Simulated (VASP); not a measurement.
Here is a VASP 6.6.1 calculation.

File POSCAR:

```
Ag
1.0
    2.1445261987      2.1445261987      0.0000000000
   -2.1445261987      2.1445261987      0.0000000000
    0.0000000000      0.0000000000      3.9935387394
Ag
2
Direct
    0.0000000000      0.0000000000      0.0000000000
    0.5000000000      0.5000000000      0.5000000000
```

File INCAR.step1:

```
PREC = Accurate
ENCUT = 520
ISMEAR = 0
SIGMA = 0.1
LREAL = False
LASPH = True
NELM = 100
NBANDS = 18
GGA = PE
ALGO = Normal
EDIFF = 1E-4
LWAVE = True
LCHARG = False
```

INCAR.step2

```
PREC = Accurate
ENCUT = 520
EDIFF = 1E-6
ISMEAR = 0
SIGMA = 0.1
LREAL = False
LASPH = True
NELM = 100
ALGO = Normal
ISIF = 2
LWAVE = False
LCHARG = False
METAGGA = R2SCAN
LMIXTAU = True
NBANDS = 18
ISTART = 1
```

Contents of KPOINTS:

```
regular mesh
0
Gamma
  18 18 12
```

Potentials or basis: VASP PAW PBE potentials, release 64 (Ag).

Launch:

```console
$ cat potpaw_PBE.64/Ag/POTCAR > POTCAR
$ cp INCAR.step1 INCAR
$ mpirun -np 1 vasp_std > vasp.out
$ cp INCAR.step2 INCAR
$ mpirun -np 1 vasp_std > vasp.out
```

Task: Predict the pressure.

Result: -5.1 GPa.

Task: Predict the band gap on the k mesh.

Result: Zero (bands 11 and 12 overlap by 9.42 eV).

Stress tensor (GPa, compression positive):
```
-5.63  0.00  0.00
 0.00 -5.63  0.00
 0.00  0.00 -4.05
```

Caveat: the cell differs from its parent crystal (biaxial strain in the a-b plane: +4.5 %); the cell stands under tension; the PAW data sets were made with another functional, which shifts forces and pressure a little.
